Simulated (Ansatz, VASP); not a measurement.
# One calculation of Sb, two programs

```
Sb
1.0
     3.33385    0.00000    0.00000
     0.00000    3.33385    0.00000
     0.00000    0.00000   11.47340
Sb
3
Direct
  0.00000 0.00000 0.30505
  0.50000 0.50000 0.50000
  0.00000 0.00000 0.69495
```

Alike in both runs: task single point; functional PBEsol; k mesh 11 × 11 × 1; occupations fermi-dirac, width 0.1 eV; no spin polarisation.

|  | VASP | Ansatz |
| --- | --- | --- |
| version | VASP 6.6.1 | Ansatz 0.2.0 |
| potentials or method | VASP PAW PBE potentials, release 64 (Sb), cutoff 520 eV | all-electron LAPW, scalar-relativistic |

Ansatz gave:

* rms of the force components (eV/Å): 0.002

Question: Estimate VASP's values.

Answer: rms of the force components (eV/Å): 0.004.

VASP's potentials were made for PBE, not for PBEsol. Atom by atom the forces differ by 0.001 eV/Å (rms over components). Ansatz ran all-electron here, and VASP with PAW potentials. Ansatz's warnings: vacuum density over bound.

Neither program's run includes spin-orbit coupling.
